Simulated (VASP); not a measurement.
Set up this calculation in VASP 6.6.1, as the native input.

* Task: relaxation of cell and atoms
* Functional: PBE
* Potentials or basis: VASP PAW PBE potentials, release 64 (Pb_d, O)
* Cutoff: 600 eV
* k mesh: 11 × 11 × 11
* Occupations: fermi-dirac, width 0.08 eV
* Spin: no spin polarisation
* Dipole correction: no
* Further INCAR settings: ALGO = Normal; EDIFF = 1e-06; IBRION = 2; EDIFFG = -0.005; NSW = 100; ISIF = 3

The structure of PbO2 (fluorite type) lies in POSCAR:

```
PbO2
1.0
    0.0000000000      2.5553258337      2.5553258337
    2.5553258337      0.0000000000      2.5553258337
    2.5553258337      2.5553258337      0.0000000000
Pb O
1 2
Direct
    0.0000000000      0.0000000000      0.0000000000
    0.2500000000      0.2500000000      0.2500000000
    0.7500000000      0.7500000000      0.7500000000
```

The input as run:

INCAR

```
  PREC = Accurate
  ENCUT = 600
  EDIFF = 1E-6
  ISMEAR = -1
  SIGMA = 0.08
  LREAL = False
  LASPH = True
  NELM = 60
  ALGO = Normal
  ISIF = 3
  LWAVE = False
  LCHARG = False
  GGA = PE
  IBRION = 2
  NSW = 100
  EDIFFG = -0.005
```

KPOINTS

```
Automatic mesh
0
Gamma
  11 11 11
```

Potentials or basis: VASP PAW PBE potentials, release 64 (Pb_d, O).

The run is started by

```console
$ cat potpaw_PBE.64/Pb_d/POTCAR potpaw_PBE.64/O/POTCAR > POTCAR
$ mpirun -np 1 vasp_std > vasp.out
```

It gave:

```
Relaxed volume                        : 13.19 Å³/atom
Relaxed cell                          : a = 3.825 Å, b = 3.825 Å, c = 3.825 Å, α = 60.00°, β = 60.00°, γ = 60.00°
Space group after relaxing (to 0.1 Å) : Fm-3m (No. 225)
Energy gained by relaxing             : 190.1 meV/atom
Ionic steps                           : 4
Pressure after relaxing               : 0.1 GPa
Band gap on the k mesh                : zero (bands 13 and 14 overlap by 1.16 eV)
```

Caveat: the volume moved by over 15 % at a fixed basis, so the end points are rough; spin-orbit coupling is left out, which moves the levels of the heavy elements.

Run time: 2.9 min on 1 thread of Intel Xeon 8259CL, with other jobs on the host, peak memory 0.2 GiB.
